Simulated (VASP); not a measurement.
Set up this calculation in VASP 6.6.1, as the native input.

| Property | Result |
| --- | --- |
| Task | single point |
| Functional | PBEsol |
| Potentials or basis | VASP PAW PBE potentials, release 64 (Na_pv, Cl) |
| Cutoff | 520 eV |
| k mesh | 6 × 6 × 6 |
| Occupations | gaussian, width 0.05 eV |
| Spin | no spin polarisation |
| Dipole correction | no |
| Further INCAR settings | ALGO = Normal; EDIFF = 1e-06; NBANDS = 14 |

The structure of NaCl lies in POSCAR:

```
NaCl
1.0
    3.7823652000      0.0000000000      0.0000000000
    0.0000000000      3.7823652000      0.0000000000
    0.0000000000      0.0000000000      3.6422776000
Na Cl
1 1
Direct
    0.0000000000      0.0000000000      0.0000000000
    0.5000000000      0.5000000000      0.5000000000
```

This cell differs from its parent crystal: strain +0.080 along x and y, +0.040 along z.

The input as run:

INCAR

```
  PREC = Accurate
  ENCUT = 520
  EDIFF = 1E-6
  ISMEAR = 0
  SIGMA = 0.05
  LREAL = False
  LASPH = True
  NELM = 60
  ALGO = Normal
  ISIF = 2
  LWAVE = False
  LCHARG = False
  GGA = PS
  NBANDS = 14
```

KPOINTS

```
Automatic mesh
0
Gamma
  6 6 6
```

Potentials or basis: VASP PAW PBE potentials, release 64 (Na_pv, Cl).

Run with:

```sh
$ cat potpaw_PBE.64/Na_pv/POTCAR potpaw_PBE.64/Cl/POTCAR > POTCAR
$ mpirun -np 1 vasp_std > vasp.out
```

It gave:

```json
{
  "Pressure": "-3.9 GPa",
  "Band gap on the k mesh": "3.18 eV (least direct gap 3.50 eV)"
}
```

Caveat: the cell differs from its parent crystal (strain +0.080 along x and y, +0.040 along z); the cell stands under tension; the PAW data sets were made with another functional, which shifts forces and pressure a little.

It took 22 s on 1 thread of Intel(R) Xeon(R) Platinum 8259CL CPU @ 2.50GHz (Skylake/Cascade Lake), with other jobs on the host, peak memory 0.16 GiB.
